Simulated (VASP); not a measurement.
Here is a VASP 6.6.1 calculation.

The input POSCAR:

```
Pt
1.0
    2.0292136926      2.0292136926      0.0000000000
   -2.0292136926      2.0292136926      0.0000000000
    0.0000000000      0.0000000000      3.8692967886
Pt
2
Direct
    0.0000000000      0.0000000000      0.0000000000
    0.5000000000      0.5000000000      0.5000000000
```

File INCAR.step1:

```
PREC = Accurate
ENCUT = 520
ISMEAR = 0
SIGMA = 0.1
LREAL = F
LASPH = T
NELM = 80
NBANDS = 17
GGA = PE
ALGO = Normal
EDIFF = 1E-4
LWAVE = T
LCHARG = F
```

File INCAR.step2:

```
PREC = Accurate
ENCUT = 520
EDIFF = 1E-7
ISMEAR = 0
SIGMA = 0.1
LREAL = F
LASPH = T
NELM = 80
ALGO = Normal
ISIF = 2
LWAVE = F
LCHARG = T
METAGGA = R2SCAN
LMIXTAU = T
LELF = T
LVHAR = T
NBANDS = 17
ISTART = 1
```

Contents of KPOINTS:

```
Automatic mesh
0
Gamma
  18 18 14
```

Potentials or basis: VASP PAW PBE potentials, release 64 (Pt).

Run with:

```sh
$ cat potpaw_PBE.64/Pt/POTCAR > POTCAR
$ cp INCAR.step1 INCAR
$ mpirun -np 1 vasp_std > vasp.out
$ cp INCAR.step2 INCAR
$ mpirun -np 1 vasp_std > vasp.out
```

(1) Estimate the band gap on the k mesh.

(2) What does it give for the pressure?

Results:

(1) zero (band 10 reaches 10.65 eV, above the bottom of band 11 at 8.74 eV).

(2) -9.3 GPa.

Caveat: the cell differs from its parent crystal (biaxial strain in the a-b plane: +3.0 %); the PAW data sets were made with another functional, which shifts forces and pressure a little; spin-orbit coupling is left out, which moves the levels of the heavy elements.
